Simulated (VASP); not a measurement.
## SiO2 (rutile type): single point with PBEsol

SiO2 (rutile type):

```
Si O
1.0
     3.72815    0.00000    0.00000
     0.00000    3.72815    0.00000
     0.00000    0.00000    2.44134
Si O
2 4
Direct
  0.00000 0.00000 0.00000
  0.50000 0.50000 0.50000
  0.29953 0.29953 0.00000
  0.70047 0.70047 0.00000
  0.79953 0.20047 0.50000
  0.20047 0.79953 0.50000
```

- Program: VASP 6.6.1
- Task: single point
- Functional: PBEsol
- Potentials or basis: VASP PAW PBE potentials, release 64 (Si, O)
- Cutoff: 520 eV
- k mesh: 8 × 8 × 11
- Occupations: fermi-dirac, width 0.05 eV
- Spin: no spin polarisation

```
Pressure               : 199.2 GPa
Largest force          : 0.026 eV/Å
Band gap on the k mesh : 6.86 eV
```

Forces in eV/Å, atoms in the order of the input:
```
Si   0.000  0.000  0.000
Si   0.000  0.000  0.000
O   -0.019 -0.019  0.000
O    0.019  0.019  0.000
O   -0.019  0.019  0.000
O    0.019 -0.019  0.000
```

Stress tensor (GPa, compression positive):
```
198.82   0.00   0.00
  0.00 198.82   0.00
  0.00   0.00 200.04
```

Levels at points of the mesh, in eV from the valence-band top:
```
           k point  band 13  band 14  band 15  band 16  band 17  band 18  band 19  band 20
(0.00, 0.00, 0.00)    -2.62    -1.13    -1.13     0.00     6.86    10.49    10.49    11.18
(0.50, 0.00, 0.00)    -3.46    -3.46    -1.37    -1.37     9.90     9.90    12.01    12.01
(0.50, 0.50, 0.00)    -3.92    -3.92    -3.55    -3.55    10.39    10.39    12.82    12.82
```

Wall time 100 s on 1 thread of Intel Xeon 8259CL (shared host), peak memory 0.18 GiB.

Caveat: the cell stands under pressure; the PAW data sets were made with another functional, which shifts forces and pressure a little; an odd mesh through Γ misses points on the zone boundary, where band edges can lie.
